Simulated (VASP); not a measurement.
# Y3LuO2 (P6/mmm) in VASP: a series of runs

The runs below take Y3LuO2 through single point, relaxation of cell and atoms, with PBE.

Program: VASP 6.6.1. These are calculated values, not measurements. Logs are shortened: lines on timing, memory, paths and dates and some standing lists are left out, and cuts for length are marked.

## (1) The cell of the first run

The structure is hexagonal, space group P6/mmm (No. 191). The conventional cell has a = 5.154 Å, b = 5.154 Å, c = 4.874 Å, α = 90.00°, β = 90.00°, γ = 120.00°. Within 3.4 Å of Y (site symmetry mmm) lie 4 Y at 2.58 Å and 2 Lu at 2.58 Å and 4 O at 3.17 Å. Lu (site symmetry 6/mmm) has 2 O at 1.85 Å and 6 Y at 2.58 Å within 2.6 Å. O (site symmetry 6mm) has 1 O at 1.18 Å within 1.6 Å.

The cell was generated, and may not be a known phase.

## (2) Single point, PBE

File INCAR:

```
PREC = Accurate ; ENCUT = 520
EDIFF = 1E-6 ; ISMEAR = 0
SIGMA = 0.1 ; LREAL = F
LASPH = T ; NELM = 100
ALGO = Normal ; ISIF = 2
LWAVE = F ; LCHARG = F
GGA = PE ; NBANDS = 44
```

File KPOINTS:

```
regular mesh
0
Gamma
  6 6 4
```

File POSCAR:

```
Y3LuO2
1.0
    5.1540266100      0.0000000000      0.0000000000
   -2.5770133000      4.4635179700      0.0000000000
    0.0000000000      0.0000000000      4.8740038800
Y Lu O
3 1 2
Direct
    0.5000000000      0.0000000000      0.5000000000
    0.0000000000      0.5000000000      0.5000000000
    0.5000000000      0.5000000000      0.5000000000
    0.0000000000      0.0000000000      0.5000000000
    0.0000000000      0.0000000000      0.1207402200
    0.0000000000      0.0000000000      0.8792597800
```

Potentials or basis: VASP PAW PBE potentials, release 64 (Y_sv, Lu, O).

Started as:

```sh
$ cat potpaw_PBE.64/Y_sv/POTCAR potpaw_PBE.64/Lu/POTCAR potpaw_PBE.64/O/POTCAR > POTCAR
$ mpirun -np 1 vasp_std > vasp.out
```

OUTCAR:

```text
PREC = Accurate
   ENCUT = 520
   EDIFF = 1E-6
   ISMEAR = 0
   LREAL = F
   LASPH = T
   NELM = 100
   ISIF = 2
   GGA = PE

 ion  position               nearest neighbor table
   1  0.500  0.000  0.500-   3 2.58   3 2.58   2 2.58   2 2.58   4 2.58   4 2.58
   2  0.000  0.500  0.500-   4 2.58   4 2.58   1 2.58   1 2.58   3 2.58   3 2.58
   3  0.500  0.500  0.500-   1 2.58   1 2.58   4 2.58   4 2.58   2 2.58   2 2.58
   4  0.000  0.000  0.500-   5 1.85   6 1.85   2 2.58   2 2.58   3 2.58   3 2.58   1 2.58   1 2.58

   5  0.000  0.000  0.121-   6 1.18   4 1.85
   6  0.000  0.000  0.879-   5 1.18   4 1.85

  LATTYP: Found a hexagonal cell.
 ALAT       =     5.1540266100
 C/A-ratio  =     0.9456691338

  Lattice vectors:

 A1 = (   5.1540266100,   0.0000000000,   0.0000000000)
 A2 = (  -2.5770133000,   4.4635179700,   0.0000000000)
 A3 = (   0.0000000000,   0.0000000000,   4.8740038800)

Analysis of symmetry for initial positions (statically):
=====================================================================
 Subroutine PRICEL returns:
 Original cell was already a primitive cell.

 Routine SETGRP: Setting up the symmetry group for a
 hexagonal supercell.

 Subroutine GETGRP returns: Found 24 space group operations
 (whereof 24 operations were pure point group operations)
 out of a pool of 24 trial point group operations.

The static configuration has the point symmetry D_6h.

Analysis of symmetry for dynamics (positions and initial velocities):
=====================================================================
 Subroutine PRICEL returns:
 Original cell was already a primitive cell.

 Routine SETGRP: Setting up the symmetry group for a
 hexagonal supercell.

 Subroutine GETGRP returns: Found 24 space group operations
 (whereof 24 operations were pure point group operations)
 out of a pool of 24 trial point group operations.

The dynamic configuration has the point symmetry D_6h.

 Subroutine INISYM returns: Found 24 space group operations
 (whereof 24 operations are pure point group operations),
 and found     1 'primitive' translations

----------------------------------------------------------------------------------------

                                     Primitive cell

  volume of cell :     112.1269

[... 92 lines left out ...]
   EDIFF  = 0.1E-05   stopping-criterion for ELM
   LREAL  =      F    real-space projection
   EDIFFG = 0.1E-04   stopping-criterion for IOM
   NSW    =      0    number of steps for IOM
   IBRION =     -1    ionic relax: 0-MD 1-quasi-New 2-CG
   NFREE  =      0    steps in history (QN), initial steepest desc. (CG)
   ISIF   =      2    stress and relaxation
   ISYM   =      2    0-nonsym 1-usesym 2-fastsym
   POTIM  = 0.5000    time-step for ionic-motion
   TEBEG  =    0.0;   TEEND  =   0.0 temperature during run
   PSTRESS=    0.0 pullay stress
   NELECT =      70.0000    total number of electrons
   NUPDOWN=      -1.0000    fix difference up-down
   EMIN   =  10.00;   EMAX   =-10.00  energy-range for DOS
   EFERMI =   0.00;   METHOD = LEGACY
   ISMEAR =     0;   SIGMA  =   0.10  broadening in eV -4-tet -1-fermi 0-gaus
   EFERMI_NEDOS =   21; number of points for ismear=-14 and -15
   IALGO  =     38    algorithm
   IMIX   =      4    mixing-type and parameters
     AMIX     =   0.40;   BMIX     =  1.00
     AMIX_MAG =   1.60;   BMIX_MAG =  1.00
  volume/ion in A,a.u.               =      18.69       126.11
  Fermi-wavevector in a.u.,A,eV,Ry     =   1.399171  2.644050 26.635860  1.957680
  Thomas-Fermi vector in A             =   2.522257
   LORBIT       =      0    0 simple, 1 ext, 2 COOP (PROOUT), +10 PAW based schemes
   GGA     = PE    functional components
   LHFCALC =     F    Hartree Fock is set to
   AEXX    =    0.0000 exact exchange contribution
   IVDW    =     0    specifies the selected vdW correction
   LEPSILON=     F    determine dielectric tensor
   LRPA    =     F    only Hartree local field effects (RPA)
 non-spin polarized calculation
 Gauss-broadening in eV      SIGMA  =   0.10
  energy-cutoff  :      520.00
  volume of cell :      112.13
 maximum number of plane-waves:      3054
 NGX is ok and might be reduce to    40
   NGX = 19   NGY = 19   NGZ = 19

 number of electron      69.9999998 magnetization

 Free energy of the ion-electron system (eV)
  ---------------------------------------------------
  ext. energy  EPLUGINS =         0.00000000
  ---------------------------------------------------
  free energy    TOTEN  =       -20.34552421 eV

  energy without entropy =      -20.31690568  energy(sigma->0) =      -20.33121495

 E-fermi :   4.0237     XC(G=0): -10.3324

 val. band max:        4.0185533441   @ k =   0.3333   0.1667   0.5000
 cond. band min:       4.0236858371   @ k =   0.1667   0.1667   0.2500
 fundamental gap:      0.0051324930
 Fermi energy:         4.0236738435

 k-point     1 :       0.0000    0.0000    0.0000
  band No.  band energies     occupation
      1     -51.6213      2.00000
      2     -38.6342      2.00000
      3     -37.5455      2.00000
      4     -37.5455      2.00000
      5     -25.1813      2.00000
      6     -23.7603      2.00000
[... 976 lines left out ...]
     43       6.5747      0.00000
     44       7.6304      0.00000

------------------------ aborting loop because EDIFF is reached ----------------------------------------

  FORCE on cell =-STRESS in cart. coord.  units (eV):
  Direction    XX          YY          ZZ          XY          YZ          ZX
  --------------------------------------------------------------------------------------
  -------------------------------------------------------------------------------------
  Total       43.7685198     43.7685197     32.9905836      0.0000000     -0.0000000      0.0000000
  in kB      625.4068408    625.4068391    471.4012894      0.0000007     -0.0000000      0.0000000
  external PRESSURE =     574.0716564 kB  Pullay stress =       0.0000000 kB

 VOLUME and BASIS-vectors are now :
 -----------------------------------------------------------------------------
  energy-cutoff  :      520.00
  volume of cell :      112.13
      direct lattice vectors                 reciprocal lattice vectors
     5.154026610  0.000000000  0.000000000     0.194023057  0.112019264  0.000000000
    -2.577013300  4.463517970  0.000000000     0.000000000  0.224038529  0.000000000
     0.000000000  0.000000000  4.874003880     0.000000000  0.000000000  0.205170128

 POSITION                                       TOTAL-FORCE (eV/Angst)
 -----------------------------------------------------------------------------------
      2.57701      0.00000      2.43700        -0.000000      0.000000      0.000000
     -1.28851      2.23176      2.43700        -0.000000      0.000000      0.000000
      1.28851      2.23176      2.43700        -0.000000      0.000000      0.000000
      0.00000      0.00000      2.43700        -0.000000      0.000000      0.000000
      0.00000      0.00000      0.58849        -0.000000      0.000000      5.645977
      0.00000      0.00000      4.28552         0.000000     -0.000000     -5.645977
 -----------------------------------------------------------------------------------
    total drift:                                0.000000      0.000000     -0.000000

  FREE ENERGIE OF THE ION-ELECTRON SYSTEM (eV)
  ---------------------------------------------------
  free  energy   TOTEN  =       -20.3455242142 eV

  energy  without entropy=      -20.3169056785  energy(sigma->0) =      -20.33121495
```

stdout:

```text
POSCAR found type information on POSCAR Y LuO
 POSCAR found :  3 types and       6 ions
 scaLAPACK will be used
 LDA part: xc-table for (Slater+PW92), standard interpolation
 POSCAR, INCAR and KPOINTS ok, starting setup
 FFT: planning ... GRIDC
 FFT: planning ... GRID_SOFT
 FFT: planning ... GRID
 WAVECAR not read
 entering main loop
```

Run time: 89 s. Hardware: 1 thread of Intel Xeon 6975P-C (Granite Rapids), shared host; peak memory 0.28 GiB.

Results:

```
Free energy            : -20.3455 eV
Pressure               : 57.4 GPa
Largest force          : 5.646 eV/Å
Band gap on the k mesh : zero (bands 35 and 36 overlap by 1.60 eV)
```

Forces in eV/Å, atoms in the order of the input:
```
Y    0.000  0.000  0.000
Y    0.000  0.000  0.000
Y    0.000  0.000  0.000
Lu   0.000  0.000  0.000
O    0.000  0.000  5.646
O    0.000  0.000 -5.646
```

Caveat: the standard files for N, O and F lose accuracy on very short bonds; the stress differs along the axes, from 47 to 63 GPa; spin-orbit coupling is left out, which moves the levels of the heavy elements; forces of over 1 eV/Å act on the atoms, so gaps and moduli don't describe the material at rest.

## (3) Single point, PBE

This run uses another cell than the first one, of 36.79 Å³/atom.

File INCAR:

```
SYSTEM = Y3LuO2
ALGO = Normal ; EDIFF = 1E-7
ENCUT = 520 ; GGA = PE
ISIF = 2 ; ISMEAR = 0
LASPH = .True. ; LCHARG = .False.
LREAL = .False. ; LWAVE = .False.
NBANDS = 44 ; NELM = 60
PREC = Accurate ; SIGMA = 0.1
```

File KPOINTS:

```
k-points
0
Gamma
  6 6 4
  0 0 0
```

File POSCAR:

```
Y3LuO2
1.0
    6.9125087951     -0.0000000039      0.0000000000
   -3.4562543942      5.9864082224      0.0000000000
    0.0000000000      0.0000000000      5.3340423936
Y Lu O
3 1 2
Direct
    0.5000000000      0.0000000000      0.5000000000
    0.0000000000      0.5000000000      0.5000000000
    0.5000000000      0.5000000000      0.5000000000
    0.0000000000      0.0000000000      0.5000000000
    0.0000000000      0.0000000000      0.1260837227
    0.0000000000      0.0000000000      0.8739162773
```

Potentials or basis: VASP PAW PBE potentials, release 64 (Y_sv, Lu, O).

Started as:

```sh
$ cat potpaw_PBE.64/Y_sv/POTCAR potpaw_PBE.64/Lu/POTCAR potpaw_PBE.64/O/POTCAR > POTCAR
$ mpirun -np 1 vasp_std > vasp.out
```

It took 3.4 min on 1 thread of Intel Xeon 6975P-C (Granite Rapids), shared host; peak memory 0.45 GiB.

Results (log left out):

- Free energy: -32.5469 eV
- Pressure: 0.3 GPa
- Largest force: 0.145 eV/Å
- Band gap on the k mesh: zero (bands 35 and 36 overlap by 0.41 eV)

Forces on the atoms (eV/Å):
```
Y    0.000  0.000  0.000
Y    0.000  0.000  0.000
Y    0.000  0.000  0.000
Lu   0.000  0.000  0.000
O    0.000  0.000  0.145
O    0.000  0.000 -0.145
```

Stress tensor (GPa, compression positive):
```
0.09 0.00 0.00
0.00 0.09 0.00
0.00 0.00 0.76
```

Levels at points of the mesh, in eV from the Fermi level:
| k point | band 32 | band 33 | band 34 | band 35 | band 36 | band 37 | band 38 | band 39 |
| --- | --- | --- | --- | --- | --- | --- | --- | --- |
| (0.00, 0.00, 0.00) | -1.57 | -1.38 | -1.38 | -0.19 | -0.08 | 1.05 | 1.05 | 1.14 |
| (0.50, 0.00, 0.00) | -2.31 | -0.45 | -0.19 | -0.14 | 0.13 | 0.27 | 0.37 | 0.73 |
| (0.00, 0.00, 0.50) | -1.48 | -1.27 | -1.27 | -0.59 | -0.20 | 0.39 | 0.39 | 1.45 |
| (0.50, 0.00, 0.50) | -1.18 | -0.34 | -0.09 | 0.01 | 0.07 | 0.21 | 0.27 | 0.40 |

Caveat: spin-orbit coupling is left out, which moves the levels of the heavy elements.

## (4) Relaxation of cell and atoms, PBE

File INCAR:

```
PREC = Accurate
ENCUT = 600
EDIFF = 1E-7
ISMEAR = 0
SIGMA = 0.1
LREAL = F
LASPH = T
NELM = 100
ALGO = Normal
ISIF = 3
LWAVE = F
LCHARG = F
GGA = PE
IBRION = 2
NSW = 90
EDIFFG = -0.04
```

File KPOINTS:

```
Automatic mesh
0
Gamma
  6 6 4
```

File POSCAR:

```
Y3LuO2
1.0
    5.1540266100      0.0000000000      0.0000000000
   -2.5770133000      4.4635179700      0.0000000000
    0.0000000000      0.0000000000      4.8740038800
Y Lu O
3 1 2
Direct
    0.5000000000      0.0000000000      0.5000000000
    0.0000000000      0.5000000000      0.5000000000
    0.5000000000      0.5000000000      0.5000000000
    0.0000000000      0.0000000000      0.5000000000
    0.0000000000      0.0000000000      0.1207402200
    0.0000000000      0.0000000000      0.8792597800
```

Started as:

```sh
$ cat potpaw_PBE.64/Y_sv/POTCAR potpaw_PBE.64/Lu/POTCAR potpaw_PBE.64/O/POTCAR > POTCAR
$ mpirun -np 1 vasp_std > vasp.out
```

Run time: 24 min. Hardware: 1 thread of Intel Xeon 6975P-C (Granite Rapids), shared host; peak memory 0.34 GiB.

Results (log left out):

- Free energy: -31.3608 eV
- Relaxed volume: 36.98 Å³/atom
- Relaxed cell: a = 6.591 Å, b = 6.591 Å, c = 5.897 Å, α = 90.00°, β = 90.00°, γ = 120.00°
- Space group after relaxing (to 0.1 Å): P6/mmm (No. 191)
- Energy gained by relaxing: 1834.2 meV/atom
- Ionic steps: 5
- Pressure after relaxing: 0.0 GPa
- Largest force after relaxing: 0.034 eV/Å
- Band gap on the k mesh: zero (bands 35 and 36 overlap by 1.13 eV)

Forces on the atoms (eV/Å):
```
Y    0.000  0.000  0.000
Y    0.000  0.000  0.000
Y    0.000  0.000  0.000
Lu   0.000  0.000  0.000
O    0.000  0.000 -0.034
O    0.000  0.000  0.034
```

Step by step:
| step | energy change (eV) | largest force (eV/Å) | pressure (GPa) | volume (Å³) |
| --- | --- | --- | --- | --- |
| 1 | 0.0000 | 5.6150 | 57.40 | 112.13 |
| 2 | -10.5033 | 0.4498 | -2.91 | 259.28 |
| 3 | -10.7928 | 0.5384 | 3.35 | 200.10 |
| 4 | -10.9974 | 0.0416 | -0.57 | 226.36 |
| 5 | -11.0050 | 0.0344 | 0.04 | 221.88 |

Final structure:
```
Y Lu O
1.0
     6.59135    0.00000    0.00000
    -3.29568    5.70828    0.00000
     0.00000    0.00000    5.89698
Y Lu O
3 1 2
Direct
  0.50000 0.00000 0.50000
  0.00000 0.50000 0.50000
  0.50000 0.50000 0.50000
  0.00000 0.00000 0.50000
  0.00000 0.00000 0.16767
  0.00000 0.00000 0.83233
```

Levels at points of the mesh, in eV from the Fermi level:
```
           k point  band 33  band 34  band 35  band 36  band 37  band 38
(0.00, 0.00, 0.00)    -1.49    -1.49    -0.53    -0.02     0.95     0.99
(0.50, 0.00, 0.00)    -0.14    -0.10     0.00     0.24     0.46     0.56
(0.00, 0.00, 0.50)    -1.46    -1.46    -1.32    -0.74     0.22     0.80
(0.50, 0.00, 0.50)    -1.29    -0.33     0.03     0.13     0.26     0.30
```

Caveat: the standard files for N, O and F lose accuracy on very short bonds; the volume moved by over 15 % at a fixed basis, so the end points are rough; spin-orbit coupling is left out, which moves the levels of the heavy elements.

## (5) Single point, PBE

This run uses another cell than the first one, of 36.96 Å³/atom.

File INCAR:

```
SYSTEM = Y3LuO2
  ALGO = Normal
  EDIFF = 1E-7
  ENCUT = 520
  GGA = PE
  ISIF = 2
  ISMEAR = 0
  LASPH = .True.
  LCHARG = .False.
  LREAL = .False.
  LWAVE = .False.
  NBANDS = 44
  NELM = 60
  PREC = Accurate
  SIGMA = 0.1
```

File KPOINTS:

```
k-points
0
Gamma
  6 6 8
  0 0 0
```

File POSCAR:

```
Y3LuO2
1.0
    6.9253326209      0.0000000000      0.0000000000
   -3.4626663105      5.9975139793      0.0000000000
    0.0000000000      0.0000000000      5.3385858249
Y Lu O
3 1 2
Direct
    0.5000000000      0.0000000000      0.5000000000
    0.0000000000      0.5000000000      0.5000000000
    0.5000000000      0.5000000000      0.5000000000
    0.0000000000      0.0000000000      0.5000000000
    0.0000000000      0.0000000000      0.1260841979
    0.0000000000      0.0000000000      0.8739158021
```

Started as:

```sh
$ cat potpaw_PBE.64/Y_sv/POTCAR potpaw_PBE.64/Lu/POTCAR potpaw_PBE.64/O/POTCAR > POTCAR
$ mpirun -np 1 vasp_std > vasp.out
```

Wall time 5.6 min (1 thread of Intel Xeon 6975P-C (Granite Rapids), shared host); peak memory 0.53 GiB.

Results (log left out):

```
Free energy            : -32.5409 eV
Pressure               : 0.2 GPa
Largest force          : 0.147 eV/Å
Band gap on the k mesh : zero (bands 35 and 36 overlap by 0.41 eV)
```

Forces on the atoms (eV/Å):
```
Y    0.000  0.000  0.000
Y    0.000  0.000  0.000
Y    0.000  0.000  0.000
Lu   0.000  0.000  0.000
O    0.000  0.000  0.147
O    0.000  0.000 -0.147
```

Stress tensor (GPa, compression positive):
```
-0.04  0.00  0.00
 0.00 -0.04  0.00
 0.00  0.00  0.65
```

Levels at points of the mesh, in eV from the Fermi level:
```csv
k point,band 32,band 33,band 34,band 35,band 36,band 37,band 38,band 39
"(0.00, 0.00, 0.00)",-1.56,-1.37,-1.37,-0.18,-0.07,1.05,1.05,1.13
"(0.50, 0.00, 0.00)",-2.30,-0.46,-0.19,-0.14,0.13,0.28,0.38,0.72
"(0.00, 0.00, 0.50)",-1.47,-1.27,-1.27,-0.58,-0.19,0.40,0.40,1.45
"(0.50, 0.00, 0.50)",-1.17,-0.33,-0.08,0.00,0.08,0.21,0.27,0.39
```

Caveat: spin-orbit coupling is left out, which moves the levels of the heavy elements.

## (6) Summary

| task | cell | k mesh | cutoff (eV) | gap on the mesh (eV) | pressure (GPa) | largest force (eV/Å) |
| --- | --- | --- | --- | --- | --- | --- |
| single point | a = 5.154, b = 5.154, c = 4.874 Å, angles 90.0, 90.0, 120.0°, 6 atoms, atomic positions A | 6 × 6 × 4 | 520 | none | 57.4 | 5.65 |
| single point | a = 6.913, b = 6.913, c = 5.334 Å, angles 90.0, 90.0, 120.0°, 6 atoms, atomic positions B | 6 × 6 × 4 | 520 | none | 0.3 | 0.15 |
| relaxation of cell and atoms | relaxed from a = 5.154, b = 5.154, c = 4.874 Å, angles 90.0, 90.0, 120.0°, 6 atoms, atomic positions A | 6 × 6 × 4 | 600 | none | 0.0 | 0.03 |
| single point | a = 6.925, b = 6.925, c = 5.339 Å, angles 90.0, 90.0, 120.0°, 6 atoms, atomic positions B | 6 × 6 × 8 | 520 | none | 0.2 | 0.15 |

Alike in all rows: level PBE; potentials or basis VASP PAW PBE potentials, release 64 (Y_sv, Lu, O); no spin polarisation; smearing gaussian 0.1 eV.

Caveats: spin-orbit coupling is left out, which moves the levels of the heavy elements; the standard files for N, O and F lose accuracy on very short bonds (at least some runs); the stress differs along the axes, from 47 to 63 GPa (at least some runs); forces of over 1 eV/Å act on the atoms, so gaps and moduli don't describe the material at rest (at least some runs); the volume moved by over 15 % at a fixed basis, so the end points are rough (at least some runs).

Total energies depend on the potentials used, so only differences within one code and one set of settings carry meaning.

The gap in the log of VASP goes by the Fermi energy; the results here count the filled bands.